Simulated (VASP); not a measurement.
**Ag: single point with PBE**

The system is Ag.

```
CELL_PARAMETERS angstrom
2.99328 0.00635 0.00000
-1.49128 2.50752 0.00000
0.00000 0.00000 4.78673
ATOMIC_POSITIONS crystal
Ag 0.32845 0.65862 0.25000
Ag 0.67155 0.34138 0.75000
```

This cell differs from its parent crystal: uniaxial strain along a: +2.0 %, then relaxed in part.

* Program: VASP 6.6.1
* Task: single point
* Functional: PBE
* Potentials or basis: VASP PAW PBE potentials, release 64 (Ag)
* Cutoff: 520 eV
* k mesh: 24 × 24 × 12
* Occupations: gaussian, width 0.1 eV
* Spin: no spin polarisation
* Dipole correction: no
* Further INCAR settings: ALGO = Fast; EDIFF = 1e-06; NBANDS = 18

```yaml
Pressure: -0.5 GPa
Band_gap_on_the_k_mesh: zero (bands 11 and 12 overlap by 7.24 eV)
```

Stress tensor (GPa, compression positive):
```
-1.47 -0.13  0.00
-0.13 -0.11  0.00
 0.00  0.00 -0.03
```

Levels at points of the mesh, in eV from the Fermi level:
```
           k point  band 9  band 10  band 11  band 12  band 13  band 14
(0.00, 0.00, 0.00)   -4.00    -3.15    -3.11    -0.27     3.32    15.29
(0.50, 0.00, 0.00)   -2.95    -2.91     0.00     1.18     6.58     6.86
(0.00, 0.50, 0.00)   -2.97    -2.87     0.15     1.63     6.73     6.96
(0.50, 0.50, 0.00)   -2.95    -2.91     0.03     1.25     6.60     6.88
(0.00, 0.00, 0.50)   -3.46    -3.46    -3.38    -3.38    10.80    10.80
(0.50, 0.00, 0.50)   -2.95    -2.95     0.64     0.64     4.10     4.10
(0.00, 0.50, 0.50)   -2.91    -2.91     0.99     0.99     4.43     4.43
(0.50, 0.50, 0.50)   -2.94    -2.94     0.69     0.69     4.15     4.15
```

Run time: 5.1 min on 1 thread of Intel(R) Xeon(R) 6975P-C (Granite Rapids), on a shared host, peak memory 1.1 GiB.

Caveat: the cell differs from its parent crystal (uniaxial strain along a: +2.0 %, then relaxed in part).
